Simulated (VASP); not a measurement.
# Al4As3 in VASP: relaxation of the atoms with PBE

Aim: the relaxation of the atoms of Al4As3 with PBE.

All numbers are computed with VASP 6.6.1; they aren't measurements. Logs are shortened: lines on timing, memory, paths and dates and some standing lists are left out, and cuts for length are marked.

## (1) The cell of the first run

The cell holds a slab with vacuum, 7 atoms: a = 4.050 Å, b = 4.050 Å, c = 23.591 Å, α = 90.00°, β = 90.00°, γ = 90.00°.

## (2) Relaxation of the atoms, PBE

File INCAR:

```
SYSTEM = Al4As3
ALGO = Normal
DIPOL = 0.5 0.5 0.500
EDIFF = 1E-7
EDIFFG = -0.02
ENCUT = 450
GGA = PE
GGA_COMPAT = .False.
IBRION = 2
IDIPOL = 3
ISIF = 2
ISMEAR = 0
LASPH = .True.
LCHARG = .False.
LDIPOL = .True.
LREAL = .False.
LWAVE = .False.
NELM = 120
NELMDL = -8
NELMIN = 4
NSW = 80
PREC = Accurate
SIGMA = 0.05
```

File KPOINTS:

```
k-points
0
Gamma
  7 7 1
  0 0 0
```

File POSCAR:

```
Al4As3
1.0
    4.0500342343      0.0000000000      0.0000000000
    0.0000000000      4.0500342343      0.0000000000
    0.0000000000      0.0000000000     23.5914200134
Al As
4 3
Direct
    0.5000000000      0.5000000000      0.3179121899
    0.0000000000      0.0000000000      0.4393040633
    0.5000000000      0.5000000000      0.5606959367
    0.0000000000      0.0000000000      0.6820878101
    0.5000000000      0.0000000000      0.3786081266
    0.0000000000      0.5000000000      0.5000000000
    0.5000000000      0.0000000000      0.6213918734
```

Potentials or basis: VASP PAW PBE potentials, release 64 (Al, As).

On the command line:

```bash
> cat potpaw_PBE.64/Al/POTCAR potpaw_PBE.64/As/POTCAR > POTCAR
> mpirun -np 1 vasp_std > vasp.out
```

OUTCAR:

```text
SYSTEM = Al4As3
   EDIFF = 1E-7
   EDIFFG = -0.02
   ENCUT = 450
   GGA = PE
   IBRION = 2
   ISIF = 2
   ISMEAR = 0
   LASPH = .True.
   LREAL = .False.
   NELM = 120
   NELMDL = -8
   NELMIN = 4
   NSW = 80
   PREC = Accurate

 ion  position               nearest neighbor table
   1  0.500  0.500  0.318-   5 2.48   5 2.48
   2  0.000  0.000  0.439-   5 2.48   6 2.48   6 2.48   5 2.48
   3  0.500  0.500  0.561-   6 2.48   7 2.48   7 2.48   6 2.48
   4  0.000  0.000  0.682-   7 2.48   7 2.48
   5  0.500  0.000  0.379-   1 2.48   2 2.48   1 2.48   2 2.48
   6  0.000  0.500  0.500-   2 2.48   3 2.48   2 2.48   3 2.48
   7  0.500  0.000  0.621-   3 2.48   4 2.48   3 2.48   4 2.48

  LATTYP: Found a simple tetragonal cell.
 ALAT       =     4.0500342343
 C/A-ratio  =     5.8249927405

  Lattice vectors:

 A1 = (   4.0500342343,   0.0000000000,   0.0000000000)
 A2 = (   0.0000000000,   4.0500342343,   0.0000000000)
 A3 = (   0.0000000000,   0.0000000000,  23.5914200134)

Analysis of symmetry for initial positions (statically):
=====================================================================
 Subroutine PRICEL returns:
 Original cell was already a primitive cell.

 Routine SETGRP: Setting up the symmetry group for a
 simple tetragonal supercell.

 Subroutine GETGRP returns: Found  8 space group operations
 (whereof  4 operations were pure point group operations)
 out of a pool of 16 trial point group operations.

The static configuration has the point symmetry C_2v.
 The point group associated with its full space group is D_2d.

Analysis of symmetry for dynamics (positions and initial velocities):
=====================================================================
 Subroutine PRICEL returns:
 Original cell was already a primitive cell.

 Routine SETGRP: Setting up the symmetry group for a
 simple tetragonal supercell.

 Subroutine GETGRP returns: Found  8 space group operations
 (whereof  4 operations were pure point group operations)
 out of a pool of 16 trial point group operations.

The dynamic configuration has the point symmetry C_2v.
 The point group associated with its full space group is D_2d.

 Subroutine INISYM returns: Found  8 space group operations
 (whereof  4 operations are pure point group operations),
 and found     1 'primitive' translations

----------------------------------------------------------------------------------------

[... 121 lines left out ...]
  energy-cutoff  :      450.00
  volume of cell :      386.96
 maximum number of plane-waves:      8420
   NGX = 15   NGY = 15   NGZ = 81

--------------------------------------- Ionic step        1  -------------------------------------------

 number of electron      27.0000005 magnetization

 Free energy of the ion-electron system (eV)
  ---------------------------------------------------
  ext. energy  EPLUGINS =         0.00000000
  ---------------------------------------------------
  free energy    TOTEN  =       -28.10020971 eV

  energy without entropy =      -28.08569745  energy(sigma->0) =      -28.09295358

------------------------ aborting loop because EDIFF is reached ----------------------------------------

  FORCE on cell =-STRESS in cart. coord.  units (eV):
  Direction    XX          YY          ZZ          XY          YZ          ZX
  --------------------------------------------------------------------------------------
  -------------------------------------------------------------------------------------
  Total       -0.2978386     -0.2978386      1.4914469      0.0000000      0.0000000      0.0000000
  in kB       -1.2331619     -1.2331619      6.1751415      0.0000000      0.0000000      0.0000000
  external PRESSURE =       1.2362725 kB  Pullay stress =       0.0000000 kB
[... 104 lines left out ...]
  FREE ENERGIE OF THE ION-ELECTRON SYSTEM (eV)
  ---------------------------------------------------
  free  energy   TOTEN  =       -28.1274258272 eV

  energy  without entropy=      -28.1144076345  energy(sigma->0) =      -28.12091673

[... ionic steps 4 to 9 ...]

--------------------------------------- Ionic step       10  -------------------------------------------

 number of electron      27.0000004 magnetization

------------------------ aborting loop because EDIFF is reached ----------------------------------------
[... 71 lines left out ...]
  FREE ENERGIE OF THE ION-ELECTRON SYSTEM (eV)
  ---------------------------------------------------
  free  energy   TOTEN  =       -28.1395577412 eV

  energy  without entropy=      -28.1276572434  energy(sigma->0) =      -28.13360749

 dipolmoment           0.000000      0.000000      0.000000 electrons x Angstroem

--------------------------------------- Ionic step       12  -------------------------------------------

 number of electron      27.0000004 magnetization

 dipolmoment           0.000000      0.000000     -0.000000 electrons x Angstroem

 Free energy of the ion-electron system (eV)
  ---------------------------------------------------
  ext. energy  EPLUGINS =         0.00000000
  ---------------------------------------------------
  free energy    TOTEN  =       -28.13970289 eV

  energy without entropy =      -28.12785576  energy(sigma->0) =      -28.13377932

 E-fermi :  -0.8217     XC(G=0):  -4.6356

 val. band max:       -0.8273352023   @ k =   0.2857   0.0000   0.0000
 cond. band min:      -0.8168247539   @ k =   0.2857   0.1429   0.0000
 fundamental gap:      0.0105104484
 Fermi energy:        -0.8216946553

 k-point     1 :       0.0000    0.0000    0.0000
  band No.  band energies     occupation
      1     -12.8681      2.00000
      2     -12.2612      2.00000
      3     -11.5977      2.00000
      4      -6.5097      2.00000
      5      -5.5786      2.00000
      6      -3.9789      2.00000
[... 179 lines left out ...]
      6      -5.6114      2.00000
[... 9 lines left out ...]
     16      -0.2572      0.00000
     17       0.8788      0.00000

------------------------ aborting loop because EDIFF is reached ----------------------------------------

 vacuum level on the upper side and lower side of the slab       (xc-potential included)        -0.139        -0.139

  FORCE on cell =-STRESS in cart. coord.  units (eV):
  Direction    XX          YY          ZZ          XY          YZ          ZX
  --------------------------------------------------------------------------------------
  -------------------------------------------------------------------------------------
  Total       -0.9722667     -0.9722667      0.0028183      0.0000000      0.0000000      0.0000000
  in kB       -4.0255433     -4.0255433      0.0116688      0.0000000      0.0000000      0.0000000
  external PRESSURE =      -2.6798059 kB  Pullay stress =       0.0000000 kB
[... 22 lines left out ...]
  FREE ENERGIE OF THE ION-ELECTRON SYSTEM (eV)
  ---------------------------------------------------
  free  energy   TOTEN  =       -28.1397028856 eV

  energy  without entropy=      -28.1278557640  energy(sigma->0) =      -28.13377932

 reached required accuracy - stopping structural energy minimisation

 vacuum level on the upper side and lower side of the slab         3.817         3.817
```

CONTCAR:

```text
Al4As3
   1.00000000000000
     4.0500342343000000    0.0000000000000000    0.0000000000000000
     0.0000000000000000    4.0500342343000000    0.0000000000000000
     0.0000000000000000    0.0000000000000000   23.5914200134000005
  Al              As
     4     3
Direct
     0.5000000000000000    0.5000000000000000    0.3132826278081235
     0.0000000000000000    0.0000000000000000    0.4392115753796370
     0.5000000000000000    0.5000000000000000    0.5607884246203630
     0.0000000000000000    0.0000000000000000    0.6867173721918765
     0.5000000000000000    0.0000000000000000    0.3777832104028735
     0.0000000000000000    0.5000000000000000    0.5000000000000000
     0.5000000000000000    0.0000000000000000    0.6222167895971265

  0.00000000E+00  0.00000000E+00  0.00000000E+00
  0.00000000E+00  0.00000000E+00  0.00000000E+00
  0.00000000E+00  0.00000000E+00  0.00000000E+00
  0.00000000E+00  0.00000000E+00  0.00000000E+00
  0.00000000E+00  0.00000000E+00  0.00000000E+00
  0.00000000E+00  0.00000000E+00  0.00000000E+00
  0.00000000E+00  0.00000000E+00  0.00000000E+00
```

It took 7.5 min on 1 thread of AMD EPYC 7R43 (Zen 3), shared host; peak memory 0.35 GiB.

Results:

* Free energy: -28.1397 eV
* Energy gained by relaxing: 5.6 meV/atom
* Ionic steps: 12
* Largest force after relaxing: 0.008 eV/Å
* Band gap on the k mesh: zero (an odd number of electrons rules out a gap without spin polarisation)

Forces in eV/Å, atoms in the order of the input:
```
Al   0.000  0.000 -0.004
Al   0.000  0.000  0.008
Al   0.000  0.000 -0.008
Al   0.000  0.000  0.004
As   0.000  0.000  0.000
As   0.000  0.000  0.000
As   0.000  0.000  0.000
```

Step by step:
```
step  energy change (eV)  largest force (eV/Å)  pressure (GPa)
   1              0.0000                0.3691            0.12
   2             -0.0165                0.2756            0.10
   3             -0.0272                0.2555            0.01
   4             -0.0289                0.1445            0.04
   5             -0.0325                0.0791            0.00
   6             -0.0328                0.0870           -0.02
   7             -0.0344                0.0770           -0.05
   8             -0.0379                0.0472           -0.15
   9             -0.0388                0.0520           -0.33
  10             -0.0394                0.0282           -0.26
  11             -0.0393                0.0345           -0.27
  12             -0.0395                0.0079           -0.27
```

Final structure:
```xyz
7
Lattice="4.0500 0.0000 0.0000 0.0000 4.0500 0.0000 0.0000 0.0000 23.5914" Properties=species:S:1:pos:R:3 pbc="T T T"
Al    2.0250    2.0250    7.3908
Al    0.0000    0.0000   10.3616
Al    2.0250    2.0250   13.2298
Al    0.0000    0.0000   16.2006
As    2.0250    0.0000    8.9124
As    0.0000    2.0250   11.7957
As    2.0250    0.0000   14.6790
```

Levels at points of the mesh, in eV from the Fermi level:
```csv
k point,band 12,band 13,band 14,band 15,band 16,band 17
"(0.00, 0.00, 0.00)",-1.00,-1.00,0.09,1.18,1.77,2.15
```
